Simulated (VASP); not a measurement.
Ru: single point with r2SCAN

Ru:

```
Ru
1.0
     2.52319    0.00000    0.00000
     0.00000    2.52319    0.00000
     0.00000    0.00000    2.52319
Ru
1
Direct
  0.00000 0.00000 0.00000
```

This isn't the form of Ru at room conditions, which is hcp.

```yaml
Program: VASP 6.6.1
Task: single point
Functional: r2SCAN
Potentials_or_basis: VASP PAW PBE potentials, release 64 (Ru_pv)
Cutoff: 520 eV
k_mesh: 21 × 21 × 21
Occupations: fermi-dirac, width 0.05 eV
Spin: collinear spin, ferromagnetic start
Starting_moments: "[1.0] μB"
```

| Item | Value |
| --- | --- |
| Pressure | -7.4 GPa |
| Band gap on the k mesh | zero (filled and empty bands overlap) |
| Net moment | 0.00 μB per cell |
| Valence electrons inside the program's atomic spheres | Ru 12.67 |

Levels at points of the mesh, in eV from the Fermi level:
Spin up:
| k point | band 4 | band 5 | band 6 | band 7 | band 8 | band 9 | band 10 | band 11 |
| --- | --- | --- | --- | --- | --- | --- | --- | --- |
| (0.00, 0.00, 0.00) | -7.26 | -5.52 | -5.52 | 1.63 | 1.63 | 1.63 | 8.98 | 17.36 |
Spin down:
```
           k point  band 5  band 6  band 7  band 8  band 9  band 10
(0.00, 0.00, 0.00)   -5.52   -5.52    1.63    1.63    1.63     8.98
```

Run time: 5.8 min on 1 thread of Intel(R) Xeon(R) Platinum 8488C (Sapphire Rapids) (shared host), peak memory 0.22 GiB.

Caveat: the cell stands under tension; an empty level that is flat over the whole mesh can mark a ghost state of the potentials, or a narrow d or f band; the PAW data sets were made with another functional, which shifts forces and pressure a little.
